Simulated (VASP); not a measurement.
# RbH2: single point with PBE

The system is RbH2.

```
Rb H
1.0
     5.92093    0.00000    0.00000
     0.00000    5.92093    0.00000
     0.00000    0.00000    7.12113
Rb H
2 4
Direct
  0.00000 0.00000 0.00000
  0.50000 0.50000 0.50000
  0.45480 0.54520 0.00000
  0.54520 0.45480 0.00000
  0.95480 0.95480 0.50000
  0.04520 0.04520 0.50000
```

* Program: VASP 6.6.1
* Task: single point
* Functional: PBE
* Potentials or basis: VASP PAW PBE potentials, release 64 (Rb_sv, H)
* Cutoff: 520 eV
* k mesh: 6 × 6 × 6
* Occupations: gaussian, width 0.1 eV
* Spin: no spin polarisation
* Dipole correction: no
* Further INCAR settings: ALGO = Normal; EDIFF = 1e-07; NBANDS = 20

| Property | Result |
| --- | --- |
| Pressure | 0.0 GPa |
| Band gap on the k mesh | zero (band 11 reaches 0.33 eV, above the bottom of band 12 at -0.49 eV) |

Forces on the atoms (eV/Å):
```
Rb   0.000  0.000  0.000
Rb   0.000  0.000  0.000
H   -0.002  0.002  0.000
H    0.002 -0.002  0.000
H   -0.002 -0.002  0.000
H    0.002  0.002  0.000
```

Levels at points of the mesh, in eV from the Fermi level:
| k point | band 7 | band 8 | band 9 | band 10 | band 11 | band 12 | band 13 | band 14 | band 15 | band 16 |
| --- | --- | --- | --- | --- | --- | --- | --- | --- | --- | --- |
| (0.00, 0.00, 0.00) | -13.12 | -13.12 | -8.26 | -8.19 | -0.65 | 1.34 | 1.50 | 2.06 | 2.06 | 2.13 |
| (0.50, 0.00, 0.00) | -13.13 | -13.13 | -8.21 | -8.21 | -0.12 | -0.12 | 1.84 | 1.84 | 2.27 | 2.27 |
| (0.50, 0.50, 0.00) | -13.13 | -13.13 | -8.20 | -8.20 | 0.34 | 0.34 | 1.70 | 1.70 | 1.95 | 1.95 |
| (0.00, 0.00, 0.50) | -13.13 | -13.13 | -8.20 | -8.20 | -0.15 | -0.15 | 2.00 | 2.00 | 2.17 | 2.17 |
| (0.50, 0.00, 0.50) | -13.13 | -13.13 | -8.18 | -8.18 | -0.20 | -0.20 | 1.57 | 1.57 | 2.09 | 2.09 |
| (0.50, 0.50, 0.50) | -13.14 | -13.14 | -8.18 | -8.18 | 0.62 | 0.62 | 0.99 | 0.99 | 1.47 | 1.47 |

Wall time 94 s on 1 thread of AMD EPYC 9R45 96-Core Processor (Zen 5) (shared host), peak memory 0.39 GiB.
